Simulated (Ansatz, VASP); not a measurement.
**One calculation of Zr, two programs**

```
Zr
1.0
    -2.64551    4.13986    3.07215
     2.64551   -4.13986    3.07215
     2.64551    4.13986   -3.07215
Zr
6
Direct
  0.25000 0.25000 0.00000
  0.75000 0.75000 0.00000
  0.32384 0.07009 0.39393
  0.82384 0.42991 0.25375
  0.67616 0.92991 0.60607
  0.17616 0.57009 0.74625
```

Alike in both runs: functional PBEsol; k mesh 10 × 10 × 10; occupations gaussian, width 0.1 eV; no spin polarisation.

Ansatz relaxed the structure, and its values are those at the end. VASP's run is a single point on that final structure, the one shown.

|  | VASP | Ansatz |
| --- | --- | --- |
| version | VASP 6.6.1 | Ansatz 0.2.0 |
| potentials or method | VASP PAW PBE potentials, release 64 (Zr_sv), cutoff 500 eV | scalar-relativistic, plane waves, PAW |
| valence electrons in the cell | 72 | 72 |

|  | VASP | Ansatz | Ansatz less VASP |
| --- | --- | --- | --- |
| gap on the k mesh at the Fermi level (eV) | none | none | - |
| pressure (GPa) | 0.1 | 0.0 | -0.09 |
| rms of the force components (eV/Å) | 0.005 | 0.005 | +0.0005 |

VASP's potentials were made for PBE, not for PBEsol. A gap of «none» marks a metal or a gap that the smearing closes.
